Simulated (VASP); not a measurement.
# SrCl2 (I4/mmm) in VASP: settings compared

Aim: see how the results for SrCl2 move with the level of theory and the settings. Levels: PBE, r2SCAN. Tasks: single point.

Everything below comes from runs of VASP 6.6.1. Logs are shortened: lines on timing, memory, paths and dates and some standing lists are left out, and cuts for length are marked.

## Step 1: The cell of the first run

The structure is tetragonal, space group I4/mmm (No. 139). The conventional cell has a = 4.744 Å, b = 4.744 Å, c = 7.166 Å, α = 90.00°, β = 90.00°, γ = 90.00°. Sr (site symmetry 4/mmm) has 8 Cl at 2.97 Å within 3.9 Å. Cl (site symmetry -4m2) has 4 Sr at 2.97 Å and 6 Cl at 3.35 to 3.58 Å within 3.9 Å.

## Step 2: Single point, PBE (epitaxial xy strain -4.1%)

Contents of INCAR:

```
PREC     = Accurate       # precision mode
ENCUT    = 520            # plane-wave cutoff, eV
EDIFF    = 1E-6           # SCF threshold, eV
ISMEAR   = -1             # smearing method
SIGMA    = 0.02           # smearing width, eV
LREAL    = F              # projectors in reciprocal space
LASPH    = T              # aspherical terms in the spheres
NELM     = 80             # most SCF steps
ALGO     = Normal         # electronic algorithm
ISIF     = 2              # what is computed and relaxed
LWAVE    = F              # write WAVECAR
LCHARG   = F              # write CHGCAR
GGA      = PE             # functional
NBANDS   = 19             # bands
```

Contents of KPOINTS:

```
regular mesh
0
Gamma
  6 6 6
```

Contents of POSCAR:

```
SrCl2
1.0
    0.0000000000      3.3546614156      3.5828735687
    3.3546614156      0.0000000000      3.5828735687
    3.3546614156      3.3546614156      0.0000000000
Sr Cl
1 2
Direct
    0.0000000000      0.0000000000      0.0000000000
    0.2500000000      0.2500000000      0.2500000000
    0.7500000000      0.7500000000      0.7500000000
```

Potentials or basis: VASP PAW PBE potentials, release 64 (Sr_sv, Cl).

Started as:

```
cat potpaw_PBE.64/Sr_sv/POTCAR potpaw_PBE.64/Cl/POTCAR > POTCAR
mpirun -np 1 vasp_std > vasp.out
```

OUTCAR:

```text
PREC = Accurate
   ENCUT = 520
   EDIFF = 1E-6
   ISMEAR = -1
   LREAL = F
   LASPH = T
   NELM = 80
   ISIF = 2
   GGA = PE

 ion  position               nearest neighbor table
   1  0.000  0.000  0.000-   3 2.97   3 2.97   3 2.97   2 2.97   3 2.97   2 2.97   2 2.97   2 2.97

   2  0.250  0.250  0.250-   1 2.97   1 2.97   1 2.97   1 2.97
   3  0.750  0.750  0.750-   1 2.97   1 2.97   1 2.97   1 2.97

  LATTYP: Found a body centered tetragonal cell.
 ALAT       =     4.7442076711
 C/A-ratio  =     1.5104202080

  Lattice vectors:

 A1 = (  -3.3546614156,   0.0000000000,   3.5828735687)
 A2 = (   3.3546614156,   0.0000000000,   3.5828735687)
 A3 = (   0.0000000000,   3.3546614156,  -3.5828735687)

Analysis of symmetry for initial positions (statically):
=====================================================================
 Subroutine PRICEL returns:
 Original cell was already a primitive cell.

 Routine SETGRP: Setting up the symmetry group for a
 body centered tetragonal supercell.

 Subroutine GETGRP returns: Found 16 space group operations
 (whereof 16 operations were pure point group operations)
 out of a pool of 16 trial point group operations.

The static configuration has the point symmetry D_4h.

Analysis of symmetry for dynamics (positions and initial velocities):
=====================================================================
 Subroutine PRICEL returns:
 Original cell was already a primitive cell.

 Routine SETGRP: Setting up the symmetry group for a
 body centered tetragonal supercell.

 Subroutine GETGRP returns: Found 16 space group operations
 (whereof 16 operations were pure point group operations)
 out of a pool of 16 trial point group operations.

The dynamic configuration has the point symmetry D_4h.

 Subroutine INISYM returns: Found 16 space group operations
 (whereof 16 operations are pure point group operations),
 and found     1 'primitive' translations

----------------------------------------------------------------------------------------

                                     Primitive cell

  volume of cell :      80.6415

  direct lattice vectors                    reciprocal lattice vectors
     0.000000000  3.354661416  3.582873569    -0.149046338  0.149046338  0.139552789
     3.354661416  0.000000000  3.582873569     0.149046338 -0.149046338  0.139552789
     3.354661416  3.354661416  0.000000000     0.149046338  0.149046338 -0.139552789

  length of vectors
     4.908231476  4.908231476  4.744207671     0.252793597  0.252793597  0.252793597

  position of ions in fractional coordinates (direct lattice)
     0.000000000  0.000000000  0.000000000
     0.250000000  0.250000000  0.250000000
     0.750000000  0.750000000  0.750000000

  ion indices of the primitive-cell ions
   primitive index   ion index
                 1           1
                 2           2
                 3           3

----------------------------------------------------------------------------------------

 KPOINTS: regular mesh

Automatic generation of k-mesh.
 Grid dimensions read from file:
 generate k-points for:    6    6    6

 Generating k-lattice:

  Cartesian coordinates                     Fractional coordinates (reciprocal lattice)
    -0.024841056  0.024841056  0.023258798     0.166666667  0.000000000  0.000000000
     0.024841056 -0.024841056  0.023258798     0.000000000  0.166666667  0.000000000
     0.024841056  0.024841056 -0.023258798     0.000000000  0.000000000  0.166666667

  Length of vectors
     0.042132266  0.042132266  0.042132266

  Shift w.r.t. Gamma in fractional coordinates (k-lattice)
     0.000000000  0.000000000  0.000000000

 Subroutine IBZKPT returns following result:
 ===========================================

 Found     30 irreducible k-points:

 Following reciprocal coordinates:
            Coordinates               Weight
  0.000000  0.000000  0.000000      1.000000
  0.166667  0.000000  0.000000      8.000000
  0.333333  0.000000  0.000000      8.000000
  0.500000  0.000000  0.000000      4.000000
  0.166667  0.166667  0.000000      2.000000
  0.333333  0.166667  0.000000      8.000000
[... 16 lines left out ...]
  0.333333  0.000000  0.333333      4.000000
  0.500000  0.000000  0.333333     16.000000
 [... further k-points ...]
   k-points           NKPTS =     30   k-points in BZ     NKDIM =     30   number of bands    NBANDS=     19
   number of dos      NEDOS =    301   number of ions     NIONS =      3
   total plane-waves  NPLWV =  57600
   dimension x,y,z NGX =    40 NGY =   40 NGZ =   36
   dimension x,y,z NGXF=    80 NGYF=   80 NGZF=   72
   ions per type =               1   2
   NGX,Y,Z   is equivalent  to a cutoff of  13.55, 13.55, 12.62 a.u.
   NGXF,Y,Z  is equivalent  to a cutoff of  27.10, 27.10, 25.23 a.u.
 SYSTEM =  unknown system
   PREC   = accura    normal or accurate (medium, high low for compatibility)
   ISTART =      0    job   : 0-new  1-cont  2-samecut
   ICHARG =      2    charge: 1-file 2-atom 10-const
   ISPIN  =      1    spin polarized calculation?
   LNONCOLLINEAR =      F non collinear calculations
   LSORBIT =      F    spin-orbit coupling
   LASPH  =      T    aspherical Exc in radial PAW
   ENCUT  =  520.0 eV  38.22 Ry    6.18 a.u.   9.13  9.13  8.82*2*pi/ulx,y,z
   NELM   =     80;   NELMIN=  2; NELMDL= -5     # of ELM steps
   EDIFF  = 0.1E-05   stopping-criterion for ELM
   LREAL  =      F    real-space projection
   EDIFFG = 0.1E-04   stopping-criterion for IOM
   NSW    =      0    number of steps for IOM
   IBRION =     -1    ionic relax: 0-MD 1-quasi-New 2-CG
   NFREE  =      0    steps in history (QN), initial steepest desc. (CG)
   ISIF   =      2    stress and relaxation
   ISYM   =      2    0-nonsym 1-usesym 2-fastsym
   POTIM  = 0.5000    time-step for ionic-motion
   TEBEG  =    0.0;   TEEND  =   0.0 temperature during run
   PSTRESS=    0.0 pullay stress
   NELECT =      24.0000    total number of electrons
   NUPDOWN=      -1.0000    fix difference up-down
   EMIN   =  10.00;   EMAX   =-10.00  energy-range for DOS
   EFERMI =   0.00;   METHOD = LEGACY
   ISMEAR =    -1;   SIGMA  =   0.02  broadening in eV -4-tet -1-fermi 0-gaus
   EFERMI_NEDOS =   21; number of points for ismear=-14 and -15
   IALGO  =     38    algorithm
   IMIX   =      4    mixing-type and parameters
     AMIX     =   0.40;   BMIX     =  1.00
     AMIX_MAG =   1.60;   BMIX_MAG =  1.00
  volume/ion in A,a.u.               =      26.88       181.40
  Fermi-wavevector in a.u.,A,eV,Ry     =   1.093014  2.065496 16.254595  1.194679
  Thomas-Fermi vector in A             =   2.229291
   LORBIT       =      0    0 simple, 1 ext, 2 COOP (PROOUT), +10 PAW based schemes
   GGA     = PE    functional components
   LHFCALC =     F    Hartree Fock is set to
   AEXX    =    0.0000 exact exchange contribution
   IVDW    =     0    specifies the selected vdW correction
   LEPSILON=     F    determine dielectric tensor
   LRPA    =     F    only Hartree local field effects (RPA)
 non-spin polarized calculation
  energy-cutoff  :      520.00
  volume of cell :       80.64
 maximum number of plane-waves:      2196
 NGX is ok and might be reduce to    40
   NGX = 19   NGY = 19   NGZ = 17

 number of electron      23.9999998 magnetization

 Free energy of the ion-electron system (eV)
  ---------------------------------------------------
  ext. energy  EPLUGINS =         0.00000000
  ---------------------------------------------------
  free energy    TOTEN  =       -12.68438054 eV

  energy without entropy =      -12.68438054  energy(sigma->0) =      -12.68438054

 E-fermi :   1.1265     XC(G=0):  -8.5067

 val. band max:        0.6766221992   @ k =   0.5000   0.0000   0.5000
 cond. band min:       5.8248742451   @ k =   0.0000   0.0000   0.0000
 fundamental gap:      5.1482520459
 Fermi energy:         1.1265465061

 k-point     1 :       0.0000    0.0000    0.0000
  band No.  band energies     occupation
      1     -32.2324      2.00000
      2     -14.2514      2.00000
      3     -14.2514      2.00000
      4     -14.2363      2.00000
      5     -12.9621      2.00000
      6     -11.9792      2.00000
[... 11 lines left out ...]
     18       9.7295      0.00000
     19      10.0758      0.00000

 k-point     2 :       0.1667    0.0000    0.0000
  band No.  band energies     occupation
      1     -32.2313      2.00000
      2     -14.3740      2.00000
      3     -14.2549      2.00000
      4     -14.2466      2.00000
      5     -12.7649      2.00000
      6     -12.0450      2.00000
[... 11 lines left out ...]
     18       9.4038      0.00000
     19      10.4468      0.00000

 k-point     3 :       0.3333    0.0000    0.0000
  band No.  band energies     occupation
      1     -32.2291      2.00000
      2     -14.5563      2.00000
      3     -14.2619      2.00000
      4     -14.2576      2.00000
      5     -12.5232      2.00000
      6     -12.0833      2.00000
[... 11 lines left out ...]
     18       9.2873      0.00000
     19       9.8517      0.00000

 k-point     4 :       0.5000    0.0000    0.0000
  band No.  band energies     occupation
      1     -32.2280      2.00000
      2     -14.6272      2.00000
      3     -14.2654      2.00000
      4     -14.2630      2.00000
      5     -12.5072      2.00000
      6     -12.0112      2.00000
[... 11 lines left out ...]
     18       9.3735      0.00000
     19       9.6825      0.00000

 k-point     5 :       0.1667    0.1667    0.0000
  band No.  band energies     occupation
      1     -32.2311      2.00000
      2     -14.4069      2.00000
      3     -14.2605      2.00000
      4     -14.2605      2.00000
      5     -12.6981      2.00000
      6     -12.0461      2.00000
[... 11 lines left out ...]
     18       9.2381      0.00000
     19       9.5570      0.00000

 k-point     6 :       0.3333    0.1667    0.0000
  band No.  band energies     occupation
      1     -32.2293      2.00000
      2     -14.5443      2.00000
      3     -14.2908      2.00000
      4     -14.2686      2.00000
      5     -12.4485      2.00000
      6     -12.1098      2.00000
[... 11 lines left out ...]
     18       9.0089      0.00000
     19      10.0658      0.00000

 k-point     7 :       0.5000    0.1667    0.0000
  band No.  band energies     occupation
      1     -32.2278      2.00000
      2     -14.6008      2.00000
      3     -14.3460      2.00000
      4     -14.2710      2.00000
      5     -12.3818      2.00000
      6     -12.0564      2.00000
[... 11 lines left out ...]
     18       9.5695      0.00000
     19      10.0055      0.00000

 k-point     8 :      -0.3333    0.1667    0.0000
  band No.  band energies     occupation
      1     -32.2280      2.00000
      2     -14.5663      2.00000
      3     -14.3512      2.00000
      4     -14.2655      2.00000
      5     -12.3742      2.00000
      6     -12.1163      2.00000
[... 256 lines left out ...]
 k-point    20 :      -0.3333    0.3333    0.1667
  band No.  band energies     occupation
      1     -32.2270      2.00000
      2     -14.5486      2.00000
      3     -14.4595      2.00000
      4     -14.2857      2.00000
      5     -12.2475      2.00000
      6     -12.1024      2.00000
[... 11 lines left out ...]
     18       9.9861      0.00000
     19      10.5698      0.00000

 k-point    21 :      -0.1667    0.3333    0.1667
  band No.  band energies     occupation
      1     -32.2275      2.00000
      2     -14.5703      2.00000
      3     -14.3664      2.00000
      4     -14.2815      2.00000
      5     -12.2407      2.00000
      6     -12.2100      2.00000
[... 11 lines left out ...]
     18       9.5934      0.00000
     19      10.4899      0.00000

 k-point    22 :      -0.3333    0.5000    0.1667
  band No.  band energies     occupation
      1     -32.2269      2.00000
      2     -14.6371      2.00000
      3     -14.4010      2.00000
      4     -14.2926      2.00000
      5     -12.1643      2.00000
      6     -12.1258      2.00000
[... 11 lines left out ...]
     18      10.3374      0.00000
     19      10.7083      0.00000

 k-point    23 :       0.3333    0.0000    0.3333
  band No.  band energies     occupation
      1     -32.2277      2.00000
      2     -14.6131      2.00000
      3     -14.2916      2.00000
      4     -14.2641      2.00000
      5     -12.2893      2.00000
      6     -12.2210      2.00000
[... 11 lines left out ...]
     18       8.7488      0.00000
     19      10.5015      0.00000

 k-point    24 :       0.5000    0.0000    0.3333
  band No.  band energies     occupation
      1     -32.2266      2.00000
      2     -14.6356      2.00000
      3     -14.3471      2.00000
      4     -14.2806      2.00000
      5     -12.3178      2.00000
      6     -12.0781      2.00000
[... 11 lines left out ...]
     18       9.7556      0.00000
     19      10.6244      0.00000

 [... further k-points ...]

------------------------ aborting loop because EDIFF is reached ----------------------------------------

  FORCE on cell =-STRESS in cart. coord.  units (eV):
  Direction    XX          YY          ZZ          XY          YZ          ZX
  --------------------------------------------------------------------------------------
  -------------------------------------------------------------------------------------
  Total        2.2761136      2.2761136      0.4639438      0.0000000      0.0000000      0.0000000
  in kB       45.2215711     45.2215711      9.2175832      0.0000000      0.0000000      0.0000000
  external PRESSURE =      33.2202418 kB  Pullay stress =       0.0000000 kB

 VOLUME and BASIS-vectors are now :
 -----------------------------------------------------------------------------
  energy-cutoff  :      520.00
  volume of cell :       80.64
      direct lattice vectors                 reciprocal lattice vectors
     0.000000000  3.354661416  3.582873569    -0.149046338  0.149046338  0.139552789
     3.354661416  0.000000000  3.582873569     0.149046338 -0.149046338  0.139552789
     3.354661416  3.354661416  0.000000000     0.149046338  0.149046338 -0.139552789

 POSITION                                       TOTAL-FORCE (eV/Angst)
 -----------------------------------------------------------------------------------
      0.00000      0.00000      0.00000        -0.000000     -0.000000     -0.000000
      1.67733      1.67733      1.79144        -0.000000     -0.000000     -0.000000
      5.03199      5.03199      5.37431         0.000000      0.000000      0.000000
 -----------------------------------------------------------------------------------
    total drift:                               -0.000000     -0.000000      0.000000

  FREE ENERGIE OF THE ION-ELECTRON SYSTEM (eV)
  ---------------------------------------------------
  free  energy   TOTEN  =       -12.6843805448 eV

  energy  without entropy=      -12.6843805448  energy(sigma->0) =      -12.68438054
```

Run time: 72 s. Hardware: 1 thread of Intel Xeon 8259CL, shared host; peak memory 0.24 GiB.

Results:

```yaml
Free_energy: -12.6844 eV
Pressure: 3.3 GPa
Band_gap_on_the_k_mesh: 5.15 eV (least direct gap 5.28 eV)
```

Stress tensor (GPa, compression positive):
```
4.52 0.00 0.00
0.00 4.52 0.00
0.00 0.00 0.92
```

Levels at points of the mesh, in eV from the valence-band top:
```csv
k point,band 8,band 9,band 10,band 11,band 12,band 13,band 14,band 15,band 16,band 17
"(0.00, 0.00, 0.00)",-2.53,-2.34,-0.85,-0.34,-0.34,5.15,5.90,6.13,8.75,9.05
"(0.50, 0.00, 0.00)",-1.81,-1.73,-1.58,-1.29,-1.26,6.52,6.63,7.46,7.74,8.66
"(0.50, 0.50, 0.00)",-2.17,-2.17,-0.47,-0.47,-0.41,5.28,6.65,7.57,7.71,7.71
"(0.50, 0.00, 0.50)",-2.30,-2.03,-0.94,-0.35,0.00,5.28,7.18,7.58,8.04,8.20
```

Caveat: the cell differs from its parent crystal (epitaxial xy strain -4.1%); the cell stands under pressure; the structure was generated, so it needn't be the stable form of SrCl2. A k mesh can miss the band edges.

## Step 3: Single point, r2SCAN (epitaxial xy strain -4.1%)

POSCAR is that of step 2.

Contents of INCAR.step1:

```
SYSTEM = SrCl2
PREC = Accurate
ENCUT = 520
ISMEAR = 0
SIGMA = 0.01
LREAL = .FALSE.
LASPH = .TRUE.
NELM = 80
NBANDS = 19
GGA = PE
ALGO = Normal
EDIFF = 1E-4
LWAVE = .TRUE.
LCHARG = .FALSE.
```

Contents of INCAR.step2:

```
SYSTEM = SrCl2
PREC = Accurate
ENCUT = 520
EDIFF = 1E-6
ISMEAR = 0
SIGMA = 0.01
LREAL = .FALSE.
LASPH = .TRUE.
NELM = 80
ALGO = Normal
ISIF = 2
LWAVE = .FALSE.
LCHARG = .FALSE.
METAGGA = R2SCAN
LMIXTAU = .TRUE.
NBANDS = 19
ISTART = 1
```

Contents of KPOINTS:

```
regular mesh
0
G
  6 6 6
  0 0 0
```

Potentials or basis: VASP PAW PBE potentials, release 64 (Sr_sv, Cl).

Started as:

```
cat potpaw_PBE.64/Sr_sv/POTCAR potpaw_PBE.64/Cl/POTCAR > POTCAR
cp INCAR.step1 INCAR
mpirun -np 1 vasp_std > vasp.out
cp INCAR.step2 INCAR
mpirun -np 1 vasp_std > vasp.out
```

Wall time 5.2 min (1 thread of Intel Xeon 8259CL, shared host); peak memory 0.26 GiB.

Results (log left out):

```yaml
Free_energy: -35.6137 eV
Pressure: 2.6 GPa
Band_gap_on_the_k_mesh: 5.72 eV (least direct gap 5.74 eV)
```

Stress tensor (GPa, compression positive):
```
3.93 0.00 0.00
0.00 3.93 0.00
0.00 0.00 0.09
```

Levels at points of the mesh, in eV from the valence-band top:
```
           k point  band 10  band 11  band 12  band 13  band 14  band 15
(0.00, 0.00, 0.00)    -0.88    -0.35    -0.35     5.72     6.51     6.73
(0.50, 0.00, 0.00)    -1.62    -1.32    -1.28     7.09     7.20     8.09
(0.50, 0.50, 0.00)    -0.47    -0.47    -0.43     5.76     7.37     8.18
(0.50, 0.00, 0.50)    -0.96    -0.34     0.00     5.74     7.94     8.19
```

Caveat: the cell differs from its parent crystal (epitaxial xy strain -4.1%); the structure was generated, so it needn't be the stable form of SrCl2; the PAW data sets were made with another functional, which shifts forces and pressure a little. A k mesh can miss the band edges.
